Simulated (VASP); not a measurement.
Wanted: the native input for a VASP 6.6.1 run.

| Item | Value |
| --- | --- |
| Task | single point |
| Functional | LDA |
| Potentials or basis | VASP PAW LDA potentials, release 64 (Si, C) |
| Cutoff | 520 eV |
| k mesh | 9 × 6 × 1 |
| Occupations | gaussian, width 0.05 eV |
| Spin | no spin polarisation |
| Dipole correction | yes |
| Further INCAR settings | ALGO = Normal; EDIFF = 1e-07; NBANDS = 26 |

The structure of SiC lies in POSCAR:

```
SiC
1.0
    3.0563072981      0.0000000000      0.0000000000
    0.0000000000      5.0163291813      0.0000000000
    0.0000000000      0.0000000000     17.5291196826
Si C
4 4
Direct
    0.0000000000      0.9953970937      0.3993355129
    0.5000000000      0.4953970937      0.4496677565
    0.5000000000      0.9933394623      0.5547699341
    0.0000000000      0.4657447851      0.5862241592
    0.0000000000      0.6196029063      0.3993355129
    0.5000000000      0.1196029063      0.4496677565
    0.5000000000      0.6245248121      0.5550347318
    0.0000000000      0.1236384346      0.5947261083
```

One way to write it, as run:

INCAR

```
SYSTEM = SiC
PREC     = Accurate       ! precision mode
ENCUT    = 520            ! plane-wave cutoff, eV
EDIFF    = 1E-7           ! SCF threshold, eV
ISMEAR   = 0              ! smearing method
SIGMA    = 0.05           ! smearing width, eV
LREAL    = .False.        ! projectors in reciprocal space
LASPH    = .True.         ! aspherical terms in the spheres
NELM     = 100            ! most SCF steps
ALGO     = Normal         ! electronic algorithm
ISIF     = 2              ! what is computed and relaxed
LWAVE    = .False.        ! write WAVECAR
LCHARG   = .True.         ! write CHGCAR
LDIPOL   = .True.       
IDIPOL   = 3            
DIPOL    = 0.5 0.5 0.499
LELF     = .True.         ! ELF
LVHAR    = .True.       
LVACPOTAV= .True.       
NBANDS   = 26             ! bands
```

KPOINTS

```
regular mesh
0
Gamma
  9 6 1
  0 0 0
```

Potentials or basis: VASP PAW LDA potentials, release 64 (Si, C).

The run is started by

```sh
$ cat potpaw_LDA.64/Si/POTCAR potpaw_LDA.64/C/POTCAR > POTCAR
$ mpirun -np 1 vasp_std > vasp.out
```

It gave:

```
Largest force          : 3.177 eV/Å
Band gap on the k mesh : 0.54 eV, indirect (least direct gap 0.72 eV)
```

Run time: 5.8 min on 1 thread of Intel(R) Xeon(R) Platinum 8259CL CPU @ 2.50GHz (Skylake/Cascade Lake), on a shared host, peak memory 0.33 GiB.
